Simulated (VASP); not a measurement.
Runs of VASP 6.6.1 on Pt. The structure is that of space group I4/mmm (No. 139), or close to it. The cells are those of the table. 

| cell | gap on the mesh (eV) | pressure (GPa) |
| --- | --- | --- |
| a = 2.682, b = 2.721, c = 2.791 Å, angles 58.2, 59.6, 62.2°, 1 atom | none | 10.5 |
| a = 2.705, b = 2.744, c = 2.791 Å, angles 58.5, 59.9, 61.6°, 1 atom | none | (b) |
| a = 2.777, b = 2.667, c = 2.642 Å, angles 63.1, 58.9, 58.0°, 1 atom | none | 27.5 |
| a = 2.777, b = 2.703, c = 2.679 Å, angles 62.1, 59.4, 58.5°, 1 atom | none | (a) |
| a = 2.802, b = 2.729, c = 2.679 Å, angles 62.4, 59.7, 57.9°, 1 atom | none | 9.0 |

Alike in all rows: task single point; level LDA; potentials or basis VASP PAW LDA potentials, release 64 (Pt); no spin polarisation; k mesh 20 × 20 × 20; cutoff (eV) 520; smearing gaussian 0.15 eV.

**Question.** Estimate the missing entries.

**Answer.** (a) 15.0; (b) 4.0.

Caveats: spin-orbit coupling is left out, which moves the levels of the heavy elements.

A k mesh can miss the band edges, and the runs leave out spin-orbit coupling on Pt.

A gap of «none» marks levels without a gap at the run's occupations.
